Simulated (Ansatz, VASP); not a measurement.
ScAl in VASP and in Ansatz

File INCAR:

```
ALGO = Normal
EDIFF = 1E-8
ENCUT = 520
ISIF = 2
ISMEAR = -1
LASPH = True
LCHARG = False
LEFG = True
LREAL = False
LWAVE = False
NBANDS = 22
NELM = 60
PREC = Accurate
SIGMA = 0.05
```

Contents of KPOINTS:

```
k-points
0
Gamma
  10 10 11
```

The input POSCAR:

```
ScAl
1.0
    2.1633990000     -5.2502190000      0.0000000000
    2.1633990000      5.2502190000      0.0000000000
    0.0000000000      0.0000000000      3.7712920000
Sc Al
2 2
Direct
    0.8646810000      0.1353190000      0.7500000000
    0.1353190000      0.8646810000      0.2500000000
    0.5845050000      0.4154950000      0.7500000000
    0.4154950000      0.5845050000      0.2500000000
```

Input for Ansatz:

```yaml
crystal:
  lattice:
    - [2.163399, -5.250219, 0.0]
    - [2.163399, 5.250219, 0.0]
    - [0.0, 0.0, 3.771292]
  atoms:
    - { symbol: Sc, position: [0.864681, 0.135319, 0.75] }
    - { symbol: Sc, position: [0.135319, 0.864681, 0.25] }
    - { symbol: Al, position: [0.584505, 0.415495, 0.75] }
    - { symbol: Al, position: [0.415495, 0.584505, 0.25] }
kpoints:
  mp_grid: { grid: [10, 10, 11] }
  band_path:
    path:
      - [0.0, 0.0, 0.0]
      - [-0.5, 0.5, 0.0]
      - [-0.292448116, 0.707551884, 0.0]
      - [0.292448116, 0.292448116, 0.0]
      - [0.0, 0.0, 0.0]
      - [0.0, 0.0, 0.5]
      - [0.292448116, 0.292448116, 0.5]
      - [-0.292448116, 0.707551884, 0.5]
      - [-0.5, 0.5, 0.5]
    npoints: 5
scf:
  occupations: { method: fermi_dirac, width: 0.05 }
hamiltonian:
  xc: lda
  pseudopotentials: { kind: paw }
output:
  forces: true
  stress: true
  eigenvalues: true
  efg: { contact_densities: true }
  write_density: true
  write_potential: true
  elf: true
  volumetric_format: npy
```

Alike in both runs: task electric field gradients; functional LDA; k mesh 10 × 10 × 11; occupations fermi-dirac, width 0.05 eV; no spin polarisation.

|  | VASP | Ansatz |
| --- | --- | --- |
| version | VASP 6.6.1 | Ansatz 0.2.0 |
| potentials or method | VASP PAW LDA potentials, release 64 (Sc_sv, Al) | PAW with Ansatz's default frozen-core files, scalar-relativistic |
| plane-wave cutoff (eV) | 520 | 420 |
| valence electrons in the cell | 28 | 28 |

|  | VASP | Ansatz | Ansatz less VASP |
| --- | --- | --- | --- |
| pressure (GPa) | -4.2 | -4.3 | -0.12 |
| traceless stress, the component that is largest in VASP (GPa) | -0.83 | -0.84 | -0.007 |
| rms of the force components (eV/Å) | 0.027 | 0.027 | +0.0008 |
| size of Vzz on the site where it differs most (V/Å²) | 13.6 | 14.6 | +1.04 |

LDA's correlation is that of Perdew and Zunger in VASP and of Perdew and Wang (1992) in Ansatz. Atom by atom the forces differ by 0.002 eV/Å (rms over components).
